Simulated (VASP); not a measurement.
Write the native input for VASP 6.6.1 that does the following.

```yaml
Task: single point
Functional: PBE
Potentials_or_basis: VASP PAW PBE potentials, release 64 (Be, Te, S)
Cutoff: 600 eV
k_mesh: 3 × 3 × 3
Occupations: gaussian, width 0.15 eV
Spin: no spin polarisation
Dipole_correction: no
Further_INCAR_settings: ALGO = Normal; EDIFF = 1e-06; NBANDS = 25
```

The structure of BeTeS4 lies in POSCAR:

```
BeTeS4
1.0
   -3.0912197151      2.9242563004      4.8147008332
    3.0912197151     -2.9242563004      4.8147008332
    3.0912197151      2.9242563004     -4.8147008332
Be Te S
1 1 4
Direct
    0.5000000000      0.0000000000      0.5000000000
    0.0000000000      0.0000000000      0.0000000000
    0.8473123851      0.3184787434      0.9232623492
    0.3952163943      0.9240500359      0.0767376508
    0.1526876149      0.0759499641      0.4711663583
    0.6047836057      0.6815212566      0.5288336417
```

The input as run:

INCAR

```
PREC = Accurate
ENCUT = 600
EDIFF = 1E-6
ISMEAR = 0
SIGMA = 0.15
LREAL = F
LASPH = T
NELM = 120
ALGO = Normal
ISIF = 2
LWAVE = F
LCHARG = F
GGA = PE
NBANDS = 25
GGA_COMPAT = F
```

KPOINTS

```
regular mesh
0
Gamma
  3 3 3
```

Potentials or basis: VASP PAW PBE potentials, release 64 (Be, Te, S).

The run is started by

```sh
$ cat potpaw_PBE.64/Be/POTCAR potpaw_PBE.64/Te/POTCAR potpaw_PBE.64/S/POTCAR > POTCAR
$ mpirun -np 1 vasp_std > vasp.out
```

It gave:

```json
{
 "Pressure": "0.2 GPa",
 "Largest force": "0.032 eV/Å",
 "Band gap on the k mesh": "1.32 eV (least direct gap 1.53 eV)"
}
```

Caveat: spin-orbit coupling is left out, which moves the levels of the heavy elements; an odd mesh through Γ misses points on the zone boundary, where band edges can lie.

Wall time 44 s on 1 thread of Intel(R) Xeon(R) 6975P-C (Granite Rapids), on a shared host, peak memory 0.39 GiB.
